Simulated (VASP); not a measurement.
# Ga: single point with PBEsol

Ga:

```xyz
2
Lattice="1.4572 -4.0853 0.0000 1.4572 4.0853 0.0000 0.0000 0.0000 3.1700" Properties=species:S:1:pos:R:3 pbc="T T T"
Ga    1.4572   -2.9986    0.7925
Ga    1.4572    2.9986    2.3775
```

This cell differs from its parent crystal: strain +0.0050 x Voigt [1, 1, 0, 0, 0, 0].

```
Program             : VASP 6.6.1
Task                : single point
Functional          : PBEsol
Potentials or basis : VASP PAW PBE potentials, release 64 (Ga_d)
Cutoff              : 520 eV
k mesh              : 18 × 18 × 16
Occupations         : gaussian, width 0.15 eV
Spin                : no spin polarisation
```

The pressure is -2.4 GPa. The largest force is 0.195 eV/Å and the band gap on the k mesh is zero (bands 13 and 14 overlap by 9.37 eV).

Forces in eV/Å, atoms in the order of the input:
```
Ga   0.000  0.195  0.000
Ga   0.000 -0.195  0.000
```

Stress tensor (GPa, compression positive):
```
-4.29  0.00  0.00
 0.00 -1.80  0.00
 0.00  0.00 -0.97
```

Levels at points of the mesh, in eV from the Fermi level:
```tsv
k point	band 10	band 11	band 12	band 13	band 14	band 15	band 16	band 17
(0.00, 0.00, 0.00)	-14.61	-11.17	-2.27	-1.64	2.96	6.63	7.70	8.63
(0.50, 0.00, 0.00)	-14.66	-6.70	-5.39	-1.76	-0.48	6.41	6.73	8.78
(0.50, 0.50, 0.00)	-14.67	-9.17	-8.54	5.17	5.69	5.89	7.07	7.18
(0.00, 0.00, 0.50)	-14.69	-7.35	-7.35	1.85	1.85	2.45	2.45	10.21
(0.50, 0.00, 0.50)	-14.66	-3.05	-3.05	-1.58	-1.58	1.85	1.85	4.20
(0.50, 0.50, 0.50)	-14.73	-5.55	-5.55	-4.19	-4.19	9.48	9.48	11.27
```

Wall time 2.9 min on 1 thread of Intel(R) Xeon(R) 6975P-C (Granite Rapids) (shared host), peak memory 0.55 GiB.

Caveat: the cell differs from its parent crystal (strain +0.0050 x Voigt [1, 1, 0, 0, 0, 0]); the PAW data sets were made with another functional, which shifts forces and pressure a little.
